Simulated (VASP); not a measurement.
# Pt (R-3m) in VASP: further runs

The runs below take Pt through single point, with PBEsol.

All numbers are computed with VASP 6.6.1; they aren't measurements. Logs are shortened: lines on timing, memory, paths and dates and some standing lists are left out, and cuts for length are marked.

## (1) The cell of the first run

Symmetry: R-3m, No. 166, trigonal system. Conventional cell: a = 3.667 Å, b = 3.667 Å, c = 4.072 Å, α = 90.00°, β = 90.00°, γ = 120.00°. Pt (site symmetry -3m) has 6 Pt at 2.51 Å within 3.3 Å.

## (2) Single point, PBEsol (15.81 Å³/atom)

File INCAR:

```
ALGO     = Fast           # electronic algorithm
EDIFF    = 1E-6           # SCF threshold, eV
ENCUT    = 520            # plane-wave cutoff, eV
GGA      = PS             # functional
ISIF     = 2              # what is computed and relaxed
ISMEAR   = 0              # smearing method
LASPH    = True           # aspherical terms in the spheres
LCHARG   = True           # write CHGCAR
LELF     = True           # ELF
LREAL    = False          # projectors in reciprocal space
LVHAR    = True         
LWAVE    = False          # write WAVECAR
NBANDS   = 11             # bands
NELM     = 100            # most SCF steps
PREC     = Accurate       # precision mode
SIGMA    = 0.15           # smearing width, eV
```

File KPOINTS:

```
k-points
0
Gamma
  22 22 22
```

File POSCAR:

```
Pt
1.0
   -0.9450810628      1.6479710576      1.6479710576
    1.6479710576     -0.9450810628      1.6479710576
    1.6479710576      1.6479710576     -0.9450810628
Pt
1
Direct
    0.0000000000      0.0000000000      0.0000000000
```

Potentials or basis: VASP PAW PBE potentials, release 64 (Pt).

Launch:

```bash
$ cat potpaw_PBE.64/Pt/POTCAR > POTCAR
$ mpirun -np 1 vasp_std > vasp.out
```

OUTCAR:

```text
EDIFF = 1E-6
   ENCUT = 520
   GGA = PS
   ISIF = 2
   ISMEAR = 0
   LASPH = True
   LREAL = False
   NELM = 100
   PREC = Accurate

 ion  position               nearest neighbor table
   1  0.000  0.000  0.000-

  LATTYP: Found a trigonal (rhomboedric) cell.
 ALAT       =     2.5149145967
 COS(alpha) =    -0.0631046292

  Lattice vectors:

 A1 = (  -0.9450810628,   1.6479710576,   1.6479710576)
 A2 = (   1.6479710576,  -0.9450810628,   1.6479710576)
 A3 = (   1.6479710576,   1.6479710576,  -0.9450810628)

Analysis of symmetry for initial positions (statically):
=====================================================================
 Subroutine PRICEL returns:
 Original cell was already a primitive cell.

 Routine SETGRP: Setting up the symmetry group for a
 trigonal (rhombohedral) supercell.

 Subroutine GETGRP returns: Found 12 space group operations
 (whereof 12 operations were pure point group operations)
 out of a pool of 12 trial point group operations.

The static configuration has the point symmetry D_3d.

Analysis of symmetry for dynamics (positions and initial velocities):
=====================================================================
 Subroutine PRICEL returns:
 Original cell was already a primitive cell.

 Routine SETGRP: Setting up the symmetry group for a
 trigonal (rhombohedral) supercell.

 Subroutine GETGRP returns: Found 12 space group operations
 (whereof 12 operations were pure point group operations)
 out of a pool of 12 trial point group operations.

The dynamic configuration has the point symmetry D_3d.

 Subroutine INISYM returns: Found 12 space group operations
 (whereof 12 operations are pure point group operations),
 and found     1 'primitive' translations

----------------------------------------------------------------------------------------

                                     Primitive cell

  volume of cell :      15.8070

  direct lattice vectors                    reciprocal lattice vectors
    -0.945081063  1.647971058  1.647971058    -0.115305269  0.270340662  0.270340662
     1.647971058 -0.945081063  1.647971058     0.270340662 -0.115305269  0.270340662
     1.647971058  1.647971058 -0.945081063     0.270340662  0.270340662 -0.115305269

  length of vectors
     2.514914597  2.514914597  2.514914597     0.399328752  0.399328752  0.399328752

  position of ions in fractional coordinates (direct lattice)
     0.000000000  0.000000000  0.000000000

  ion indices of the primitive-cell ions
   primitive index   ion index
                 1           1

----------------------------------------------------------------------------------------

 KPOINTS: k-points

Automatic generation of k-mesh.
 Grid dimensions read from file:
 generate k-points for:   22   22   22

 Generating k-lattice:

  Cartesian coordinates                     Fractional coordinates (reciprocal lattice)
    -0.005241149  0.012288212  0.012288212     0.045454545  0.000000000  0.000000000
     0.012288212 -0.005241149  0.012288212     0.000000000  0.045454545  0.000000000
     0.012288212  0.012288212 -0.005241149     0.000000000  0.000000000  0.045454545

  Length of vectors
     0.018151307  0.018151307  0.018151307

  Shift w.r.t. Gamma in fractional coordinates (k-lattice)
     0.000000000  0.000000000  0.000000000

 Subroutine IBZKPT returns following result:
 ===========================================

 Found   1024 irreducible k-points:

 Following reciprocal coordinates:
            Coordinates               Weight
  0.000000  0.000000  0.000000      1.000000
  0.045455  0.000000 -0.000000      6.000000
  0.090909  0.000000 -0.000000      6.000000
  0.136364  0.000000  0.000000      6.000000
  0.181818  0.000000  0.000000      6.000000
  0.227273  0.000000  0.000000      6.000000
[... 16 lines left out ...]
  0.500000  0.045455 -0.000000     12.000000
 -0.454545  0.045455  0.000000     12.000000
 [... further k-points ...]
   k-points           NKPTS =   1024   k-points in BZ     NKDIM =   1024   number of bands    NBANDS=     11
   number of dos      NEDOS =    301   number of ions     NIONS =      1
   total plane-waves  NPLWV =   8000
   dimension x,y,z NGX =    20 NGY =   20 NGZ =   20
   dimension x,y,z NGXF=    40 NGYF=   40 NGZF=   40
   ions per type =               1
   NGX,Y,Z   is equivalent  to a cutoff of  13.22, 13.22, 13.22 a.u.
   NGXF,Y,Z  is equivalent  to a cutoff of  26.44, 26.44, 26.44 a.u.
 SYSTEM =  unknown system
   PREC   = accura    normal or accurate (medium, high low for compatibility)
   ISTART =      0    job   : 0-new  1-cont  2-samecut
   ICHARG =      2    charge: 1-file 2-atom 10-const
   ISPIN  =      1    spin polarized calculation?
   LNONCOLLINEAR =      F non collinear calculations
   LSORBIT =      F    spin-orbit coupling
   LASPH  =      T    aspherical Exc in radial PAW
   ENCUT  =  520.0 eV  38.22 Ry    6.18 a.u.   4.68  4.68  4.68*2*pi/ulx,y,z
   NELM   =    100;   NELMIN=  2; NELMDL= -5     # of ELM steps
   EDIFF  = 0.1E-05   stopping-criterion for ELM
   LREAL  =      F    real-space projection
   EDIFFG = 0.1E-04   stopping-criterion for IOM
   NSW    =      0    number of steps for IOM
   IBRION =     -1    ionic relax: 0-MD 1-quasi-New 2-CG
   NFREE  =      0    steps in history (QN), initial steepest desc. (CG)
   ISIF   =      2    stress and relaxation
   ISYM   =      2    0-nonsym 1-usesym 2-fastsym
   POTIM  = 0.5000    time-step for ionic-motion
   TEBEG  =    0.0;   TEEND  =   0.0 temperature during run
   PSTRESS=    0.0 pullay stress
   NELECT =      10.0000    total number of electrons
   NUPDOWN=      -1.0000    fix difference up-down
   EMIN   =  10.00;   EMAX   =-10.00  energy-range for DOS
   EFERMI =   0.00;   METHOD = LEGACY
   ISMEAR =     0;   SIGMA  =   0.15  broadening in eV -4-tet -1-fermi 0-gaus
   EFERMI_NEDOS =   21; number of points for ismear=-14 and -15
   IALGO  =     68    algorithm
   IMIX   =      4    mixing-type and parameters
     AMIX     =   0.40;   BMIX     =  1.00
     AMIX_MAG =   1.60;   BMIX_MAG =  1.00
  volume/ion in A,a.u.               =      15.81       106.67
  Fermi-wavevector in a.u.,A,eV,Ry     =   1.405373  2.655770 26.872512  1.975074
  Thomas-Fermi vector in A             =   2.527841
   LORBIT       =      0    0 simple, 1 ext, 2 COOP (PROOUT), +10 PAW based schemes
   GGA     = PS    functional components
   LHFCALC =     F    Hartree Fock is set to
   AEXX    =    0.0000 exact exchange contribution
   IVDW    =     0    specifies the selected vdW correction
   LEPSILON=     F    determine dielectric tensor
   LRPA    =     F    only Hartree local field effects (RPA)
 non-spin polarized calculation
 RMM-DIIS sequential band-by-band and
 Gauss-broadening in eV      SIGMA  =   0.15
  energy-cutoff  :      520.00
  volume of cell :       15.81
 maximum number of plane-waves:       443
   NGX =  9   NGY =  9   NGZ =  9

 number of electron      10.0000003 magnetization

 Free energy of the ion-electron system (eV)
  ---------------------------------------------------
  ext. energy  EPLUGINS =         0.00000000
  ---------------------------------------------------
  free energy    TOTEN  =        -6.32730329 eV

  energy without entropy =       -6.31425097  energy(sigma->0) =       -6.32077713

 E-fermi :  10.2458     XC(G=0): -13.2132

 val. band max:       10.2440277398   @ k =  -0.3636   0.1364   0.0909
 cond. band min:      10.2470167605   @ k =  -0.3636   0.3636   0.3636
 fundamental gap:      0.0029890206
 Fermi energy:        10.2458307278

 k-point     1 :       0.0000    0.0000    0.0000
  band No.  band energies     occupation
      1       0.5257      2.00000
      2       3.5077      2.00000
      3       3.5077      2.00000
      4      10.5115      0.01225
      5      10.6833      0.00004
      6      10.6833      0.00004
      7      25.7636      0.00000
      8      25.7636      0.00000
      9      27.0364      0.00000
     10      32.7863      0.00000
     11      35.5624      0.00000

 k-point     2 :       0.0455    0.0000   -0.0000
  band No.  band energies     occupation
      1       0.5930      2.00000
      2       3.5204      2.00000
      3       3.5694      2.00000
      4      10.4637      0.04000
      5      10.6180      0.00045
      6      10.6686      0.00007
      7      25.5231      0.00000
      8      25.8752      0.00000
      9      26.9412      0.00000
     10      33.1281      0.00000
     11      34.8383      0.00000

 k-point     3 :       0.0909    0.0000   -0.0000
  band No.  band energies     occupation
      1       0.7874      2.00000
      2       3.5575      2.00000
      3       3.7573      2.00000
      4      10.2937      0.65199
      5      10.4323      0.07880
      6      10.6617      0.00009
      7      24.6225      0.00000
      8      26.1973      0.00000
      9      27.1163      0.00000
     10      33.6426      0.00000
     11      33.7110      0.00000

 k-point     4 :       0.1364    0.0000    0.0000
  band No.  band energies     occupation
      1       1.0867      2.00000
      2       3.6165      2.00000
      3       4.0788      2.00000
      4      10.0156      1.97002
      5      10.1530      1.61850
      6      10.6765      0.00005
      7      23.3312      0.00000
      8      26.6957      0.00000
      9      27.6506      0.00000
     10      32.3993      0.00000
     11      34.0425      0.00000
[... 239 lines left out ...]
 k-point    22 :       0.4545    0.0455   -0.0000
  band No.  band energies     occupation
      1       3.4146      2.00000
      2       4.1875      2.00000
      3       7.7970      2.00000
      4       8.1616      2.00000
      5       9.2983      2.00000
      6      10.8202      0.00000
      7      15.7747      0.00000
      8      26.7710      0.00000
      9      29.9291      0.00000
     10      31.6031      0.00000
     11      33.8522      0.00000

 k-point    23 :       0.5000    0.0455   -0.0000
  band No.  band energies     occupation
      1       3.4682      2.00000
      2       4.2048      2.00000
      3       7.6892      2.00000
      4       8.1369      2.00000
      5       9.5434      2.00000
      6      10.8275      0.00000
      7      15.5859      0.00000
      8      26.7228      0.00000
      9      29.9913      0.00000
     10      31.6325      0.00000
     11      33.8613      0.00000

 k-point    24 :      -0.4545    0.0455    0.0000
  band No.  band energies     occupation
      1       3.4151      2.00000
      2       4.1954      2.00000
      3       7.6042      2.00000
      4       8.1834      2.00000
      5       9.4107      2.00000
      6      10.8239      0.00000
      7      15.8169      0.00000
      8      26.8598      0.00000
      9      30.3321      0.00000
     10      31.4322      0.00000
     11      33.6215      0.00000

 [... further k-points ...]

------------------------ aborting loop because EDIFF is reached ----------------------------------------

  FORCE on cell =-STRESS in cart. coord.  units (eV):
  Direction    XX          YY          ZZ          XY          YZ          ZX
  --------------------------------------------------------------------------------------
  -------------------------------------------------------------------------------------
  Total        2.3459414      2.3459414      2.3459414     -0.0214090     -0.0214090     -0.0214090
  in kB      237.7816246    237.7816246    237.7816246     -2.1699847     -2.1699847     -2.1699847
  external PRESSURE =     237.7816246 kB  Pullay stress =       0.0000000 kB

 VOLUME and BASIS-vectors are now :
 -----------------------------------------------------------------------------
  energy-cutoff  :      520.00
  volume of cell :       15.81
      direct lattice vectors                 reciprocal lattice vectors
    -0.945081063  1.647971058  1.647971058    -0.115305269  0.270340662  0.270340662
     1.647971058 -0.945081063  1.647971058     0.270340662 -0.115305269  0.270340662
     1.647971058  1.647971058 -0.945081063     0.270340662  0.270340662 -0.115305269

 POSITION                                       TOTAL-FORCE (eV/Angst)
 -----------------------------------------------------------------------------------
      0.00000      0.00000      0.00000         0.000000      0.000000      0.000000
 -----------------------------------------------------------------------------------
    total drift:                                0.000000     -0.000000     -0.000000

  FREE ENERGIE OF THE ION-ELECTRON SYSTEM (eV)
  ---------------------------------------------------
  free  energy   TOTEN  =        -6.3273032853 eV

  energy  without entropy=       -6.3142509744  energy(sigma->0) =       -6.32077713
```

It took 60 s on 1 thread of Intel Xeon 6975P-C (Granite Rapids), shared host; peak memory 0.28 GiB.

What came out:

```yaml
Free_energy: -6.3273 eV
Pressure: 23.8 GPa
Band_gap_on_the_k_mesh: zero (bands 5 and 6 overlap by 3.81 eV)
```

Caveat: the cell stands under pressure; the PAW data sets were made with another functional, which shifts forces and pressure a little; spin-orbit coupling is left out, which moves the levels of the heavy elements.

## (3) Single point, PBEsol (16.41 Å³/atom)

This run uses another cell than the first one, of 16.41 Å³/atom.

File INCAR:

```
PREC = Accurate ; ENCUT = 520
EDIFF = 1E-6 ; ISMEAR = 0
SIGMA = 0.15 ; LREAL = False
LASPH = True ; NELM = 100
ALGO = Fast ; ISIF = 2
LWAVE = False ; LCHARG = True
GGA = PS ; LELF = True
LVHAR = True ; NBANDS = 11
```

File KPOINTS:

```
Automatic mesh
0
Gamma
  22 22 22
```

File POSCAR:

```
Pt
1.0
   -2.4664269089      1.7048844910      1.7048844910
    1.7048844910     -2.4664269089      1.7048844910
    1.7048844910      1.7048844910     -2.4664269089
Pt
1
Direct
    0.0000000000      0.0000000000      0.0000000000
```

Potentials or basis: VASP PAW PBE potentials, release 64 (Pt).

Launch:

```bash
$ cat potpaw_PBE.64/Pt/POTCAR > POTCAR
$ mpirun -np 1 vasp_std > vasp.out
```

OUTCAR:

```text
PREC = Accurate
   ENCUT = 520
   EDIFF = 1E-6
   ISMEAR = 0
   LREAL = False
   LASPH = True
   NELM = 100
   ISIF = 2
   GGA = PS

 ion  position               nearest neighbor table
   1  0.000  0.000  0.000-

  LATTYP: Found a trigonal (rhomboedric) cell.
 ALAT       =     3.4491337974
 COS(alpha) =    -0.4625985594

  Lattice vectors:

 A1 = (  -2.4664269089,   1.7048844910,   1.7048844910)
 A2 = (   1.7048844910,  -2.4664269089,   1.7048844910)
 A3 = (   1.7048844910,   1.7048844910,  -2.4664269089)

[... 517 lines left out ...]
     11      32.0033      0.00000

 [... further k-points ...]

------------------------ aborting loop because EDIFF is reached ----------------------------------------

  FORCE on cell =-STRESS in cart. coord.  units (eV):
  Direction    XX          YY          ZZ          XY          YZ          ZX
  --------------------------------------------------------------------------------------
  -------------------------------------------------------------------------------------
  Total       27.9563768     27.9563768     27.9563768     27.6747916     27.6747916     27.6747916
  in kB     2728.8335082   2728.8335082   2728.8335082   2701.3478555   2701.3478555   2701.3478555
  external PRESSURE =    2728.8335082 kB  Pullay stress =       0.0000000 kB

 VOLUME and BASIS-vectors are now :
 -----------------------------------------------------------------------------
  energy-cutoff  :      520.00
  volume of cell :       16.41
      direct lattice vectors                 reciprocal lattice vectors
    -2.466426909  1.704884491  1.704884491     0.193531776  0.433264537  0.433264537
     1.704884491 -2.466426909  1.704884491     0.433264537  0.193531776  0.433264537
     1.704884491  1.704884491 -2.466426909     0.433264537  0.433264537  0.193531776

 POSITION                                       TOTAL-FORCE (eV/Angst)
 -----------------------------------------------------------------------------------
      0.00000      0.00000      0.00000         0.000000      0.000000      0.000000
 -----------------------------------------------------------------------------------
    total drift:                                0.000000     -0.000000      0.000000

  FREE ENERGIE OF THE ION-ELECTRON SYSTEM (eV)
  ---------------------------------------------------
  free  energy   TOTEN  =         8.3265476390 eV

  energy  without entropy=        8.3314843305  energy(sigma->0) =        8.32901598
```

OSZICAR:

```text
N       E                     dE             d eps       ncg     rms          rms(c)
DAV:   1     0.603907759233E+02    0.60391E+02   -0.55559E+03 23150   0.841E+02
DAV:   2     0.854894759239E+01   -0.51842E+02   -0.49986E+02 25813   0.196E+02
DAV:   3     0.777204648037E+01   -0.77690E+00   -0.77565E+00 27084   0.233E+01
DAV:   4     0.776684973266E+01   -0.51967E-02   -0.51957E-02 27131   0.209E+00
DAV:   5     0.776679105367E+01   -0.58679E-04   -0.58676E-04 27411   0.205E-01    0.301E+01
RMM:   6     0.813600938614E+01    0.36922E+00   -0.18620E-02 24375   0.115E+00    0.183E+01
RMM:   7     0.832650546166E+01    0.19050E+00   -0.52278E-02 28190   0.193E+00    0.372E-01
RMM:   8     0.832650556280E+01    0.10113E-06   -0.39550E-03 27062   0.494E-01    0.202E-01
RMM:   9     0.832655192577E+01    0.46363E-04   -0.48809E-04 28669   0.163E-01    0.587E-02
RMM:  10     0.832654985366E+01   -0.20721E-05   -0.99547E-05 29031   0.698E-02    0.179E-02
RMM:  11     0.832654757059E+01   -0.22831E-05   -0.24125E-05 28070   0.319E-02    0.891E-03
RMM:  12     0.832654763905E+01    0.68456E-07   -0.55441E-06 23174   0.153E-02
   1 F= 0.83265476E+01 E0= 0.83290160E+01  d E =-.493669E-02
```

Run time: 2.5 min. Hardware: 1 thread of Intel Xeon 6975P-C (Granite Rapids), shared host; peak memory 0.32 GiB.

What came out:

* Free energy: 8.3265 eV
* Pressure: 272.9 GPa
* Band gap on the k mesh: zero (bands 5 and 6 overlap by 10.89 eV)

Caveat: atoms lie so close that the PAW spheres overlap strongly, which falsifies energies and pressures; the cell stands under pressure; the PAW data sets were made with another functional, which shifts forces and pressure a little; spin-orbit coupling is left out, which moves the levels of the heavy elements.

(Continued in part 2 of 2.)
